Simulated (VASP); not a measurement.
Write the native input for VASP 6.6.1 that does the following.

```yaml
Task: single point
Functional: PBE
Dispersion: D3(BJ)
Potentials_or_basis: VASP PAW PBE potentials, release 64 (O, H)
Cutoff: 520 eV
k_mesh: 9 × 9 × 8
Occupations: gaussian, width 0.15 eV
Spin: no spin polarisation
Dipole_correction: no
Further_INCAR_settings: ALGO = Normal; EDIFF = 1e-06; NBANDS = 34
```

The structure of HO8 (a cell with a defect) lies in POSCAR:

```
HO8
1.0
    2.5086166905     -4.3450515646      0.0000000000
   -2.5086166905     -4.3450515646      0.0000000000
    0.0000000000     -2.8967010431     -4.1414967631
O H
8 1
Direct
    0.5488093804      0.5488093804      0.8535718587
    0.0488093804      0.5488093804      0.8535718587
    0.5488093804      0.0488093804      0.8535718587
    0.0488093804      0.0488093804      0.8535718587
    0.4511906196      0.4511906196      0.1464281413
    0.9511906196      0.4511906196      0.1464281413
    0.4511906196      0.9511906196      0.1464281413
    0.9511906196      0.9511906196      0.1464281413
    0.5000147525      1.0000147525      0.4999557426
```

These files were run (other wordings do the same):

INCAR

```
SYSTEM = HO8
ALGO = Normal
EDIFF = 1E-6
ENCUT = 520
GGA = PE
ISIF = 2
ISMEAR = 0
IVDW = 12
LASPH = .TRUE.
LCHARG = .FALSE.
LREAL = .FALSE.
LWAVE = .FALSE.
NBANDS = 34
NELM = 60
PREC = Accurate
SIGMA = 0.15
```

KPOINTS

```
k-points
0
G
  9 9 8
  0 0 0
```

Potentials or basis: VASP PAW PBE potentials, release 64 (O, H).

Command:

```bash
$ cat potpaw_PBE.64/O/POTCAR potpaw_PBE.64/H/POTCAR > POTCAR
$ mpirun -np 1 vasp_std > vasp.out
```

It gave:

```yaml
Pressure: 4.9 GPa
Largest_force: 2.330 eV/Å
Band_gap_on_the_k_mesh: zero (an odd number of electrons rules out a gap without spin polarisation)
Dispersion_energy_per_atom: -0.078 eV
```

Caveat: the standard files for N, O and F lose accuracy on very short bonds; an odd number of electrons without spin polarisation forces a metal; a magnetic or distorted state may lie lower.

Wall time 9.4 min on 1 thread of Intel(R) Xeon(R) Platinum 8259CL CPU @ 2.50GHz (Skylake/Cascade Lake), with other jobs on the host, peak memory 0.51 GiB.
